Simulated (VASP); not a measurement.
Crystal: Bi3Sb2.

```xyz
5
Lattice="4.7536 0.0000 0.0000 -2.3768 4.1168 0.0000 0.0000 0.0000 7.3959" Properties=species:S:1:pos:R:3 pbc="T T T"
Sb    0.0000    2.7445    1.8120
Sb    2.3768    1.3723    5.5839
Bi    0.0000    0.0000    0.0000
Bi    0.0000    2.7445    4.7703
Bi    2.3768    1.3723    2.6255
```

* Program: VASP 6.6.1
* Task: relaxation of cell and atoms
* Functional: PBE
* Potentials or basis: VASP PAW PBE potentials, release 64 (Sb, Bi_d)
* Cutoff: 600 eV
* k mesh: 6 × 6 × 4
* Occupations: gaussian, width 0.1 eV
* Spin: no spin polarisation

At the start: pressure 15.1 GPa; volume 28.95 Å³/atom.

Q: Where does the relaxation end?

A: Over 29 steps the energy falls by 390.8 meV/atom and the volume is 34.48 Å³/atom (+19.1 %); space group P-3m1 (No. 164, to 0.1 Å) before and after.

The path:
| step | energy change (eV) | largest force (eV/Å) | pressure (GPa) | volume (Å³) |
| --- | --- | --- | --- | --- |
| 1 | 0.0000 | 2.0788 | 15.12 | 144.73 |
| 2 | -0.9422 | 0.1368 | -5.02 | 209.73 |
| 3 | -1.4944 | 0.5031 | -0.44 | 179.81 |
| 4 | -1.4943 | 0.5249 | -0.26 | 179.06 |
| 5 | -1.5408 | 0.4951 | -0.18 | 177.73 |
| 6 | -1.6204 | 0.4560 | 0.30 | 173.55 |
| 7 | -1.6297 | 0.6728 | 1.95 | 164.27 |
| 8 | -1.6538 | 0.6368 | 1.59 | 164.90 |
| 9 | -1.6887 | 0.5452 | 0.63 | 166.73 |
| 10 | -1.6891 | 0.5321 | 0.50 | 166.99 |
| 11 | -1.7058 | 0.4834 | 0.34 | 167.47 |
| 12 | -1.7368 | 0.3625 | -0.12 | 168.89 |
| 13 | -1.7368 | 0.1954 | -0.73 | 171.59 |
| 14 | -1.7446 | 0.2694 | -0.49 | 170.39 |
| 15 | -1.7448 | 0.2856 | -0.43 | 170.10 |
| 16 | -1.7514 | 0.2764 | -0.16 | 169.13 |
| 17 | -1.7597 | 0.2573 | 0.56 | 166.63 |
| 18 | -1.7652 | 0.2523 | 0.55 | 166.72 |
| 19 | -1.7817 | 0.2441 | 0.50 | 166.98 |
| 20 | -1.8134 | 0.1998 | 0.39 | 167.49 |
| 21 | -1.8635 | 0.1521 | 0.25 | 168.51 |
| 22 | -1.9201 | 0.2110 | 0.50 | 170.47 |
| 23 | -1.9239 | 0.2653 | 0.67 | 170.96 |
| 24 | -1.8950 | 0.1580 | -1.86 | 181.51 |
| 25 | -1.9343 | 0.1775 | -0.26 | 174.50 |
| 26 | -1.9451 | 0.1089 | -0.21 | 173.97 |
| 27 | -1.9527 | 0.0608 | -0.12 | 173.13 |
| 28 | -1.9487 | 0.0804 | 0.54 | 170.90 |
| 29 | -1.9539 | 0.0356 | 0.08 | 172.40 |

Final structure:
```yaml
crystal:
  lattice:
    - [5.52788, 0.00000, 0.00000]
    - [-2.76394, 4.78728, 0.00000]
    - [0.00000, 0.00000, 6.51448]
  atoms:
    - { symbol: Sb, position: [0.33333, 0.66667, 0.22055] }
    - { symbol: Sb, position: [0.66667, 0.33333, 0.77945] }
    - { symbol: Bi, position: [0.00000, 0.00000, 0.00000] }
    - { symbol: Bi, position: [0.33333, 0.66667, 0.73986] }
    - { symbol: Bi, position: [0.66667, 0.33333, 0.26014] }
```

Caveat: the volume moved by over 15 % at a fixed basis, so the end points are rough.
